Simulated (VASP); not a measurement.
Wanted: the native input for a VASP 6.6.1 run.

```yaml
Task: relaxation of cell and atoms
Functional: PBE
Potentials_or_basis: VASP PAW PBE potentials, release 64 (Ag, Cl)
Cutoff: 600 eV
k_mesh: 11 × 11 × 11
Occupations: fermi-dirac, width 0.03 eV
Spin: no spin polarisation
Dipole_correction: no
Further_INCAR_settings: ALGO = Normal; EDIFF = 1e-06; IBRION = 2; EDIFFG = -0.005; NSW = 100; ISIF = 3
```

The structure of AgCl (zincblende type) lies in POSCAR:

```
AgCl
1.0
    0.0000000000      2.8183160756      2.8183160756
    2.8183160756      0.0000000000      2.8183160756
    2.8183160756      2.8183160756      0.0000000000
Ag Cl
1 1
Direct
    0.0000000000      0.0000000000      0.0000000000
    0.2500000000      0.2500000000      0.2500000000
```

One way to write it, as run:

INCAR

```
ALGO     = Normal         # electronic algorithm
EDIFF    = 1E-6           # SCF threshold, eV
EDIFFG   = -0.005         # ionic threshold
ENCUT    = 600            # plane-wave cutoff, eV
GGA      = PE             # functional
IBRION   = 2              # ionic algorithm
ISIF     = 3              # what is computed and relaxed
ISMEAR   = -1             # smearing method
LASPH    = T              # aspherical terms in the spheres
LCHARG   = F              # write CHGCAR
LREAL    = F              # projectors in reciprocal space
LWAVE    = F              # write WAVECAR
NELM     = 60             # most SCF steps
NSW      = 100            # ionic steps
PREC     = Accurate       # precision mode
SIGMA    = 0.03           # smearing width, eV
```

KPOINTS

```
k-points
0
Gamma
  11 11 11
```

Potentials or basis: VASP PAW PBE potentials, release 64 (Ag, Cl).

Launch:

```sh
$ cat potpaw_PBE.64/Ag/POTCAR potpaw_PBE.64/Cl/POTCAR > POTCAR
$ mpirun -np 1 vasp_std > vasp.out
```

Results of the run:

| Property | Result |
| --- | --- |
| Relaxed volume | 27.70 Å³/atom |
| Relaxed cell | a = 4.279 Å, b = 4.279 Å, c = 4.279 Å, α = 60.00°, β = 60.00°, γ = 60.00° |
| Space group after relaxing (to 0.05 Å) | F-43m (No. 216) |
| Energy gained by relaxing | 149.5 meV/atom |
| Ionic steps | 3 |
| Pressure after relaxing | 0.0 GPa |
| Band gap on the k mesh | 1.29 eV, direct |

Caveat: the volume moved by over 15 % at a fixed basis, so the end points are rough.

Run time: 30 s on 1 thread of Intel(R) Xeon(R) 6975P-C (Granite Rapids) (shared host), peak memory 0.2 GiB.
